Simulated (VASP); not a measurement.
Write the native input for VASP 6.6.1 that does the following.

```yaml
Task: single point
Functional: LDA
Potentials_or_basis: VASP PAW LDA potentials, release 64 (Bi_d, Te)
Cutoff: 520 eV
k_mesh: 7 × 7 × 2
Occupations: fermi-dirac, width 0.05 eV
Spin: no spin polarisation
Dipole_correction: no
Further_INCAR_settings: ALGO = Normal; EDIFF = 1e-06; NBANDS = 75
```

The structure of BiTe (Tsumoite) lies in POSCAR:

```
BiTe
1.0
    4.4230000000      0.0000000000      0.0000000000
   -2.2115000000      3.8304303609      0.0000000000
    0.0000000000      0.0000000000     24.0020000000
Bi Te
6 6
Direct
    0.3333333333      0.6666666667      0.5425000000
    0.6666666667      0.3333333333      0.4575000000
    0.6666666667      0.3333333333      0.7092000000
    0.3333333333      0.6666666667      0.2908000000
    0.0000000000      0.0000000000      0.8758000000
    0.0000000000      0.0000000000      0.1242000000
    0.0000000000      0.0000000000      0.6313000000
    0.0000000000      0.0000000000      0.3687000000
    0.3333333333      0.6666666667      0.7851000000
    0.6666666667      0.3333333333      0.2149000000
    0.6666666667      0.3333333333      0.9448000000
    0.3333333333      0.6666666667      0.0552000000
```

The input as run:

INCAR

```
  PREC = Accurate
  ENCUT = 520
  EDIFF = 1E-6
  ISMEAR = -1
  SIGMA = 0.05
  LREAL = F
  LASPH = T
  NELM = 100
  ALGO = Normal
  ISIF = 2
  LWAVE = F
  LCHARG = T
  GGA = CA
  LELF = T
  LVHAR = T
  NBANDS = 75
```

KPOINTS

```
regular mesh
0
Gamma
  7 7 2
```

Potentials or basis: VASP PAW LDA potentials, release 64 (Bi_d, Te).

Command:

```console
$ cat potpaw_LDA.64/Bi_d/POTCAR potpaw_LDA.64/Te/POTCAR > POTCAR
$ mpirun -np 1 vasp_std > vasp.out
```

It gave:

```
Pressure               : -1.8 GPa
Largest force          : 1.391 eV/Å
Band gap on the k mesh : zero (filled and empty bands touch)
```

Caveat: spin-orbit coupling is left out, which moves the levels of the heavy elements; forces of over 1 eV/Å act on the atoms, so gaps and moduli don't describe the material at rest.

Run time: 10 min on 1 thread of AMD EPYC 9R45 96-Core Processor (Zen 5) (shared host), peak memory 0.58 GiB.
